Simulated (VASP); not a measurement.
Set up this calculation in VASP 6.6.1, as the native input.

```yaml
Task: single point
Functional: PBE
Potentials_or_basis: VASP PAW PBE potentials, release 64 (Rb_sv, Br)
Cutoff: 520 eV
k_mesh: 6 × 6 × 6
Occupations: gaussian, width 0.05 eV
Spin: no spin polarisation
Dipole_correction: no
Further_INCAR_settings: ALGO = Normal; EDIFF = 1e-06; NBANDS = 15
```

The structure of RbBr lies in POSCAR:

```
RbBr
1.0
    4.1260773000      0.0000000000      0.0000000000
    0.0000000000      4.1260773000      0.0000000000
    0.0000000000      0.0000000000      4.1260773000
Rb Br
1 1
Direct
    0.0000000000      0.0181770710      0.0000000000
    0.5000000000      0.5000000000      0.5000000000
```

This cell differs from its parent crystal: all Rb atoms moved +0.075 Å, as atom 1 along Cartesian [0 1 0].

The input as run:

INCAR

```
PREC = Accurate
ENCUT = 520
EDIFF = 1E-6
ISMEAR = 0
SIGMA = 0.05
LREAL = F
LASPH = T
NELM = 80
ALGO = Normal
ISIF = 2
LWAVE = F
LCHARG = T
GGA = PE
LELF = T
LVHAR = T
NBANDS = 15
```

KPOINTS

```
Automatic mesh
0
Gamma
  6 6 6
```

Potentials or basis: VASP PAW PBE potentials, release 64 (Rb_sv, Br).

The run is started by

```bash
$ cat potpaw_PBE.64/Rb_sv/POTCAR potpaw_PBE.64/Br/POTCAR > POTCAR
$ mpirun -np 1 vasp_std > vasp.out
```

Results of the run:

| Item | Value |
| --- | --- |
| Pressure | 0.9 GPa |
| Largest force | 0.062 eV/Å |
| Band gap on the k mesh | 4.08 eV, indirect (least direct gap 4.24 eV) |

Caveat: the cell differs from its parent crystal (all Rb atoms moved +0.075 Å, as atom 1 along Cartesian [0 1 0]).

Run time: 22 s on 1 thread of Intel(R) Xeon(R) Platinum 8488C (Sapphire Rapids), on a shared host, peak memory 0.2 GiB.
